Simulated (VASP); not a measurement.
# Ag (P6_3/mmc) in VASP: further runs, part 2 of 2

VASP 6.6.1. The steps go on from the part before.

**3. Relaxation of shape and atoms at fixed volume, PBEsol (volume scaled by 0.97)**

File INCAR:

```
SYSTEM = Ag
PREC = Accurate
ENCUT = 600
EDIFF = 1E-6
ISMEAR = 0
SIGMA = 0.1
LREAL = .FALSE.
LASPH = .TRUE.
NELM = 80
ALGO = Fast
ISIF = 4
LWAVE = .FALSE.
LCHARG = .FALSE.
GGA = PS
IBRION = 2
NSW = 50
EDIFFG = -0.01
```

File KPOINTS:

```
regular mesh
0
G
  18 18 4
  0 0 0
```

File POSCAR:

```
Ag
1.0
    2.8419516628      0.0000000000      0.0000000000
   -1.4209758314      2.4612023363      0.0000000000
    0.0000000000      0.0000000000      9.2437285921
Ag
4
Direct
    0.3333333333      0.6666666667      0.2500000000
    0.6666666667      0.3333333333      0.7500000000
    0.0000000000      0.0000000000      0.0000000000
    0.0000000000      0.0000000000      0.5000000000
```

Potentials or basis: VASP PAW PBE potentials, release 64 (Ag).

Command:

```sh
$ cat potpaw_PBE.64/Ag/POTCAR > POTCAR
$ mpirun -np 1 vasp_std > vasp.out
```

OUTCAR:

```text
SYSTEM = Ag
   PREC = Accurate
   ENCUT = 600
   EDIFF = 1E-6
   ISMEAR = 0
   LREAL = .FALSE.
   LASPH = .TRUE.
   NELM = 80
   ISIF = 4
   GGA = PS
   IBRION = 2
   NSW = 50
   EDIFFG = -0.01

 ion  position               nearest neighbor table
   1  0.333  0.667  0.250-   3 2.83   4 2.83   3 2.83   4 2.83   3 2.83   4 2.83
   2  0.667  0.333  0.750-   3 2.83   4 2.83   3 2.83   4 2.83   3 2.83   4 2.83
   3  0.000  0.000  0.000-   1 2.83   2 2.83   1 2.83   2 2.83   2 2.83   1 2.83
   4  0.000  0.000  0.500-   1 2.83   2 2.83   1 2.83   2 2.83   2 2.83   1 2.83

  LATTYP: Found a hexagonal cell.
 ALAT       =     2.8419516628
 C/A-ratio  =     3.2525988085

  Lattice vectors:

 A1 = (   2.8419516628,   0.0000000000,   0.0000000000)
 A2 = (  -1.4209758314,   2.4612023363,   0.0000000000)
 A3 = (   0.0000000000,   0.0000000000,   9.2437285921)

Analysis of symmetry for initial positions (statically):
=====================================================================
 Subroutine PRICEL returns:
 Original cell was already a primitive cell.

 Routine SETGRP: Setting up the symmetry group for a
 hexagonal supercell.

 Subroutine GETGRP returns: Found 24 space group operations
 (whereof 12 operations were pure point group operations)
 out of a pool of 24 trial point group operations.

The static configuration has the point symmetry D_3d.
 The point group associated with its full space group is D_6h.

Analysis of symmetry for dynamics (positions and initial velocities):
=====================================================================
 Subroutine PRICEL returns:
 Original cell was already a primitive cell.

 Routine SETGRP: Setting up the symmetry group for a
 hexagonal supercell.

 Subroutine GETGRP returns: Found 24 space group operations
[... 125 lines left out ...]
   IALGO  =     68    algorithm
   IMIX   =      4    mixing-type and parameters
     AMIX     =   0.40;   BMIX     =  1.00
     AMIX_MAG =   1.60;   BMIX_MAG =  1.00
  volume/ion in A,a.u.               =      16.16       109.08
  Fermi-wavevector in a.u.,A,eV,Ry     =   1.439976  2.721161 28.212110  2.073532
  Thomas-Fermi vector in A             =   2.558772
   LORBIT       =      0    0 simple, 1 ext, 2 COOP (PROOUT), +10 PAW based schemes
   GGA     = PS    functional components
   LHFCALC =     F    Hartree Fock is set to
   AEXX    =    0.0000 exact exchange contribution
   IVDW    =     0    specifies the selected vdW correction
   LEPSILON=     F    determine dielectric tensor
   LRPA    =     F    only Hartree local field effects (RPA)
 conjugate gradient relaxation of ions
 non-spin polarized calculation
 RMM-DIIS sequential band-by-band and
 Gauss-broadening in eV      SIGMA  =   0.10
  energy-cutoff  :      600.00
  volume of cell :       64.66
 maximum number of plane-waves:      2208
 NGX is ok and might be reduce to    24
   NGX = 11   NGY = 11   NGZ = 37

 number of electron      44.0000001 magnetization

 Free energy of the ion-electron system (eV)
  ---------------------------------------------------
  ext. energy  EPLUGINS =         0.00000000
  ---------------------------------------------------
  free energy    TOTEN  =       -13.20616983 eV

  energy without entropy =      -13.20253188  energy(sigma->0) =      -13.20435085

 E-fermi :   8.9987     XC(G=0): -12.7334

 val. band max:        8.9978489836   @ k =   0.4444   0.0556   0.5000
 cond. band min:       9.0891483469   @ k =   0.1667   0.1111   0.5000
 fundamental gap:      0.0912993633
 Fermi energy:         8.9987168699

 k-point     1 :       0.0000    0.0000    0.0000
  band No.  band energies     occupation
      1       0.7609      2.00000
      2       2.2347      2.00000
      3       2.2407      2.00000
      4       2.2540      2.00000
      5       4.0021      2.00000
      6       4.0021      2.00000
[... 685 lines left out ...]
     25      14.2537      0.00000
     26      14.3598      0.00000

 [... further k-points ...]

------------------------ aborting loop because EDIFF is reached ----------------------------------------

  FORCE on cell =-STRESS in cart. coord.  units (eV):
  Direction    XX          YY          ZZ          XY          YZ          ZX
  --------------------------------------------------------------------------------------
  -------------------------------------------------------------------------------------
  Total        1.4900646      1.4900646      1.4783991      0.0000000     -0.0000000      0.0000000
  in kB       36.9236379     36.9236379     36.6345686      0.0000000     -0.0000000      0.0000000
  external PRESSURE =      36.8272815 kB  Pullay stress =       0.0000000 kB

 VOLUME and BASIS-vectors are now :
 -----------------------------------------------------------------------------
  energy-cutoff  :      600.00
  volume of cell :       64.66
      direct lattice vectors                 reciprocal lattice vectors
     2.841951663  0.000000000  0.000000000     0.351870869  0.203152741  0.000000000
    -1.420975831  2.461202336  0.000000000     0.000000000  0.406305481  0.000000000
     0.000000000  0.000000000  9.243728592     0.000000000  0.000000000  0.108181454

 POSITION                                       TOTAL-FORCE (eV/Angst)
 -----------------------------------------------------------------------------------
     -0.00000      1.64080      2.31093         0.000000      0.000000     -0.000000
      1.42098      0.82040      6.93280        -0.000000     -0.000000      0.000000
      0.00000      0.00000      0.00000        -0.000000      0.000000     -0.000000
      0.00000      0.00000      4.62186        -0.000000      0.000000     -0.000000
 -----------------------------------------------------------------------------------
    total drift:                               -0.000000      0.000000     -0.000000

  FREE ENERGIE OF THE ION-ELECTRON SYSTEM (eV)
  ---------------------------------------------------
  free  energy   TOTEN  =       -13.2061698304 eV

  energy  without entropy=      -13.2025318767  energy(sigma->0) =      -13.20435085

 reached required accuracy - stopping structural energy minimisation
```

OSZICAR:

```text
N       E                     dE             d eps       ncg     rms          rms(c)
DAV:   1     0.325714982417E+03    0.32571E+03   -0.25389E+04  5772   0.190E+03
DAV:   2    -0.676447291519E+01   -0.33248E+03   -0.32149E+03  6006   0.400E+02
DAV:   3    -0.146252685279E+02   -0.78608E+01   -0.77938E+01  6266   0.663E+01
DAV:   4    -0.146748783007E+02   -0.49610E-01   -0.49558E-01  6072   0.492E+00
DAV:   5    -0.146752175396E+02   -0.33924E-03   -0.33923E-03  6086   0.464E-01    0.128E+01
RMM:   6    -0.132609807239E+02    0.14142E+01   -0.47487E+00  5772   0.164E+01    0.742E+00
RMM:   7    -0.132208075089E+02    0.40173E-01   -0.28524E-01  5772   0.314E+00    0.394E+00
RMM:   8    -0.132071331265E+02    0.13674E-01   -0.35780E-02  5772   0.156E+00    0.667E-01
RMM:   9    -0.132061017249E+02    0.10314E-02   -0.53389E-03  5772   0.524E-01    0.426E-02
RMM:  10    -0.132061767909E+02   -0.75066E-04   -0.72127E-04  5772   0.139E-01    0.722E-02
RMM:  11    -0.132061690510E+02    0.77399E-05   -0.18359E-04  5772   0.109E-01    0.171E-02
RMM:  12    -0.132061693995E+02   -0.34857E-06   -0.20340E-05  5772   0.343E-02    0.766E-03
RMM:  13    -0.132061698304E+02   -0.43085E-06   -0.42902E-06  4098   0.124E-02
   1 F= -.13206170E+02 E0= -.13204351E+02  d E =-.132062E+02
```

It took 70 s on 1 thread of Intel Xeon 6975P-C (Granite Rapids), shared host; peak memory 0.32 GiB.

What came out:

| Quantity | Value |
| --- | --- |
| Free energy | -13.2062 eV |
| Pressure after relaxing | 3.7 GPa |
| Band gap on the k mesh | zero (band 22 reaches 12.55 eV, above the bottom of band 23 at 5.94 eV) |

Final structure:
```cif
data_structure
_symmetry_space_group_name_H-M 'P 1'
_symmetry_Int_Tables_number 1
_cell_length_a 2.8420
_cell_length_b 2.8420
_cell_length_c 9.2437
_cell_angle_alpha 90.000
_cell_angle_beta 90.000
_cell_angle_gamma 120.000
_cell_volume 64.66
loop_
_atom_site_label
_atom_site_type_symbol
_atom_site_fract_x
_atom_site_fract_y
_atom_site_fract_z
_atom_site_occupancy
Ag1 Ag 0.33333 0.66667 0.25000 1
Ag2 Ag 0.66667 0.33333 0.75000 1
Ag3 Ag 0.00000 0.00000 0.00000 1
Ag4 Ag 0.00000 0.00000 0.50000 1
```

Caveat: the relaxation stopped at its first step, so nothing moved; the PAW data sets were made with another functional, which shifts forces and pressure a little.
